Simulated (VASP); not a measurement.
# TePt (P6_3/mmc) in VASP: a series of runs, part 2 of 2

VASP 6.6.1.

## (3) Single point, PBEsol (volume scaled by 0.88, then relaxed in part)

The input, INCAR:

```
SYSTEM = TePt
PREC     = Accurate       ! precision mode
ENCUT    = 520            ! plane-wave cutoff, eV
EDIFF    = 1E-6           ! SCF threshold, eV
ISMEAR   = 0              ! smearing method
SIGMA    = 0.1            ! smearing width, eV
LREAL    = .False.        ! projectors in reciprocal space
LASPH    = .True.         ! aspherical terms in the spheres
NELM     = 60             ! most SCF steps
ALGO     = Normal         ! electronic algorithm
ISIF     = 2              ! what is computed and relaxed
LWAVE    = .False.        ! write WAVECAR
LCHARG   = .False.        ! write CHGCAR
GGA      = PS             ! functional
NBANDS   = 24             ! bands
```

The input, KPOINTS:

```
Automatic mesh
0
Gamma
  12 12 8
  0 0 0
```

The input, POSCAR:

```
TePt
1.0
    4.0289946109      0.0000000000      0.0000000000
   -2.0144973054      3.4892116847      0.0000000000
    0.0000000000      0.0000000000      5.3579760433
Te Pt
2 2
Direct
    0.3333333333      0.6666666667      0.2500000000
    0.6666666667      0.3333333333      0.7500000000
    0.0000000000      0.0000000000      0.0000000000
    0.0000000000      0.0000000000      0.5000000000
```

Potentials or basis: VASP PAW PBE potentials, release 64 (Te, Pt).

On the command line:

```
$ cat potpaw_PBE.64/Te/POTCAR potpaw_PBE.64/Pt/POTCAR > POTCAR
$ mpirun -np 1 vasp_std > vasp.out
```

OUTCAR:

```text
SYSTEM = TePt
   PREC = Accurate
   ENCUT = 520
   EDIFF = 1E-6
   ISMEAR = 0
   LREAL = .False.
   LASPH = .True.
   NELM = 60
   ISIF = 2
   GGA = PS

 ion  position               nearest neighbor table
   1  0.333  0.667  0.250-   3 2.68   4 2.68   3 2.68   4 2.68   3 2.68   4 2.68   2 3.55   2 3.55
                             2 3.55   2 3.55   2 3.55   2 3.55
   2  0.667  0.333  0.750-   3 2.68   4 2.68   3 2.68   4 2.68   3 2.68   4 2.68   1 3.55   1 3.55
                             1 3.55   1 3.55   1 3.55   1 3.55
   3  0.000  0.000  0.000-   4 2.68   4 2.68   1 2.68   2 2.68   1 2.68   2 2.68   2 2.68   1 2.68

   4  0.000  0.000  0.500-   3 2.68   3 2.68   1 2.68   2 2.68   1 2.68   2 2.68   2 2.68   1 2.68

  LATTYP: Found a hexagonal cell.
 ALAT       =     4.0289946109
 C/A-ratio  =     1.3298543584

  Lattice vectors:

 A1 = (   4.0289946109,   0.0000000000,   0.0000000000)
 A2 = (  -2.0144973054,   3.4892116847,   0.0000000000)
 A3 = (   0.0000000000,   0.0000000000,   5.3579760433)

Analysis of symmetry for initial positions (statically):
=====================================================================
 Subroutine PRICEL returns:
 Original cell was already a primitive cell.

 Routine SETGRP: Setting up the symmetry group for a
 hexagonal supercell.
[... 170 lines left out ...]
  free energy    TOTEN  =       -21.16732327 eV

  energy without entropy =      -21.15701388  energy(sigma->0) =      -21.16216858

 E-fermi :  11.7882     XC(G=0): -12.0224

 val. band max:       11.7806195770   @ k =   0.1667   0.1667   0.3750
 cond. band min:      11.7970545714   @ k =   0.2500   0.2500   0.0000
 fundamental gap:      0.0164349944
 Fermi energy:        11.7881688499

 k-point     1 :       0.0000    0.0000    0.0000
  band No.  band energies     occupation
      1      -3.5994      2.00000
      2      -0.0949      2.00000
      3       3.2483      2.00000
      4       4.4863      2.00000
      5       4.4863      2.00000
      6       5.1169      2.00000
[... 637 lines left out ...]
     23      18.3651      0.00000
     24      20.0240      0.00000

 [... further k-points ...]
[... 5 lines left out ...]
  --------------------------------------------------------------------------------------
  -------------------------------------------------------------------------------------
  Total       11.3140961     11.3140961     11.2994377      0.0000000      0.0000000      0.0000000
  in kB      240.6609767    240.6609767    240.3491783      0.0000000      0.0000000      0.0000000
  external PRESSURE =     240.5570439 kB  Pullay stress =       0.0000000 kB

 VOLUME and BASIS-vectors are now :
 -----------------------------------------------------------------------------
  energy-cutoff  :      520.00
  volume of cell :       75.32
      direct lattice vectors                 reciprocal lattice vectors
     4.028994611  0.000000000  0.000000000     0.248200878  0.143298844  0.000000000
    -2.014497305  3.489211685  0.000000000     0.000000000  0.286597687  0.000000000
     0.000000000  0.000000000  5.357976043     0.000000000  0.000000000  0.186637639

 POSITION                                       TOTAL-FORCE (eV/Angst)
 -----------------------------------------------------------------------------------
     -0.00000      2.32614      1.33949         0.000000     -0.000000      0.000000
      2.01450      1.16307      4.01848        -0.000000      0.000000      0.000000
      0.00000      0.00000      0.00000        -0.000000      0.000000      0.000000
      0.00000      0.00000      2.67899        -0.000000      0.000000      0.000000
 -----------------------------------------------------------------------------------
    total drift:                               -0.000000      0.000000      0.000000

  FREE ENERGIE OF THE ION-ELECTRON SYSTEM (eV)
  ---------------------------------------------------
  free  energy   TOTEN  =       -21.1673232747 eV

  energy  without entropy=      -21.1570138816  energy(sigma->0) =      -21.16216858
```

OSZICAR:

```text
N       E                     dE             d eps       ncg     rms          rms(c)
DAV:   1     0.171540760613E+03    0.17154E+03   -0.14339E+04  4584   0.120E+03
DAV:   2    -0.145881030228E+02   -0.18613E+03   -0.17270E+03  5432   0.241E+02
DAV:   3    -0.215441131513E+02   -0.69560E+01   -0.68326E+01  5736   0.453E+01
DAV:   4    -0.216264925304E+02   -0.82379E-01   -0.82342E-01  5064   0.549E+00
DAV:   5    -0.216281576225E+02   -0.16651E-02   -0.16650E-02  5784   0.766E-01    0.284E+01
DAV:   6    -0.212776647373E+02    0.35049E+00   -0.82836E-01  4992   0.736E+00    0.168E+01
DAV:   7    -0.211857698627E+02    0.91895E-01   -0.17142E-01  4768   0.301E+00    0.220E+00
DAV:   8    -0.211673606225E+02    0.18409E-01   -0.55581E-02  5000   0.204E+00    0.814E-01
DAV:   9    -0.211674670610E+02   -0.10644E-03   -0.30890E-03  5544   0.301E-01    0.311E-01
DAV:  10    -0.211673467314E+02    0.12033E-03   -0.11111E-03  4944   0.213E-01    0.882E-02
DAV:  11    -0.211673209033E+02    0.25828E-04   -0.73583E-05  5664   0.657E-02    0.273E-02
DAV:  12    -0.211673235053E+02   -0.26021E-05   -0.39961E-06  5256   0.113E-02    0.189E-02
DAV:  13    -0.211673232747E+02    0.23064E-06   -0.36370E-07  3256   0.438E-03
   1 F= -.21167323E+02 E0= -.21162169E+02  d E =-.103094E-01
```

stdout:

```text
POSCAR found type information on POSCAR TePt
 POSCAR found :  2 types and       4 ions
 scaLAPACK will be used
 -----------------------------------------------------------------------------
|                                                                             |
|                                                                             |
|     You enforced a specific xc type in the INCAR file but a different       |
|     I HOPE YOU KNOW WHAT YOU ARE DOING!                                     |
|                                                                             |
 -----------------------------------------------------------------------------

 LDA part: xc-table for (Slater+PW92), standard interpolation
 POSCAR, INCAR and KPOINTS ok, starting setup
 FFT: planning ... GRIDC
 FFT: planning ... GRID_SOFT
 FFT: planning ... GRID
 WAVECAR not read
 entering main loop
```

Wall time 70 s (1 thread of AMD EPYC 9R45 (Zen 5), shared host); peak memory 0.26 GiB.

What came out:

| Item | Value |
| --- | --- |
| Free energy | -21.1673 eV |
| Pressure | 24.1 GPa |
| Band gap on the k mesh | zero (band 16 reaches 12.93 eV, above the bottom of band 17 at 11.28 eV) |

Levels at points of the mesh, in eV from the Fermi level:
```
           k point  band 12  band 13  band 14  band 15  band 16  band 17  band 18  band 19  band 20  band 21
(0.00, 0.00, 0.00)    -2.43    -1.92    -1.92     0.21     0.66     1.27     2.64     2.65     2.65     4.33
(0.50, 0.00, 0.00)    -3.55    -3.16    -2.65    -2.41    -1.51     1.58     3.02     3.31     3.77     4.18
(0.00, 0.00, 0.50)    -4.22    -2.80    -2.80     1.14     1.14     1.14     1.14     4.41     4.41     5.45
(0.50, 0.00, 0.50)    -3.67    -3.63    -3.63    -0.67    -0.67     0.70     0.70     2.66     2.66     6.86
```

Caveat: the PAW data sets were made with another functional, which shifts forces and pressure a little; spin-orbit coupling is left out, which moves the levels of the heavy elements.

## (4) Single point, PBEsol (volume scaled by 0.91, then relaxed in part)

The input, INCAR:

```
  ALGO = Normal
  EDIFF = 1E-6
  ENCUT = 520
  GGA = PS
  ISIF = 2
  ISMEAR = 0
  LASPH = True
  LCHARG = True
  LELF = True
  LREAL = False
  LVHAR = True
  LWAVE = False
  NBANDS = 24
  NELM = 100
  PREC = Accurate
  SIGMA = 0.1
```

The input, KPOINTS:

```
k-points
0
Gamma
  12 12 8
```

The input, POSCAR:

```
TePt
1.0
    4.0787940024      0.0000000000      0.0000000000
   -2.0393970012      3.5323392229      0.0000000000
    0.0000000000      0.0000000000      5.4061652487
Te Pt
2 2
Direct
    0.3333333333      0.6666666667      0.2500000000
    0.6666666667      0.3333333333      0.7500000000
    0.0000000000      0.0000000000      0.0000000000
    0.0000000000      0.0000000000      0.5000000000
```

On the command line:

```
$ cat potpaw_PBE.64/Te/POTCAR potpaw_PBE.64/Pt/POTCAR > POTCAR
$ mpirun -np 1 vasp_std > vasp.out
```

It took 72 s on 1 thread of AMD EPYC 9R45 (Zen 5), shared host; peak memory 0.27 GiB.

Results (log left out):

* Free energy: -21.4895 eV
* Pressure: 16.3 GPa
* Band gap on the k mesh: zero (band 16 reaches 12.26 eV, above the bottom of band 17 at 10.71 eV)

Levels at points of the mesh, in eV from the Fermi level:
```tsv
k point	band 13	band 14	band 15	band 16	band 17	band 18	band 19	band 20
(0.00, 0.00, 0.00)	-1.84	-1.84	0.23	0.66	1.38	2.34	2.53	2.53
(0.50, 0.00, 0.00)	-3.00	-2.48	-2.26	-1.53	1.53	2.89	3.35	3.74
(0.00, 0.00, 0.50)	-2.74	-2.74	1.10	1.10	1.10	1.10	4.38	4.38
(0.50, 0.00, 0.50)	-3.44	-3.44	-0.60	-0.60	0.63	0.63	2.65	2.65
```

Caveat: the PAW data sets were made with another functional, which shifts forces and pressure a little; spin-orbit coupling is left out, which moves the levels of the heavy elements.

## (5) The runs side by side

| cell | gap on the mesh (eV) | pressure (GPa) |
| --- | --- | --- |
| a = 4.223, b = 4.223, c = 5.542 Å, angles 90.0, 90.0, 120.0°, 4 atoms | none | -0.1 |
| a = 4.029, b = 4.029, c = 5.358 Å, angles 90.0, 90.0, 120.0°, 4 atoms | none | 24.1 |
| a = 4.079, b = 4.079, c = 5.406 Å, angles 90.0, 90.0, 120.0°, 4 atoms | none | 16.3 |

Alike in all rows: task single point; level PBEsol; potentials or basis VASP PAW PBE potentials, release 64 (Te, Pt); no spin polarisation; k mesh 12 × 12 × 8; cutoff (eV) 520; smearing gaussian 0.1 eV.

Caveats: the PAW data sets were made with another functional, which shifts forces and pressure a little; spin-orbit coupling is left out, which moves the levels of the heavy elements.

Absolute energies hang on the potentials; compare differences alone.
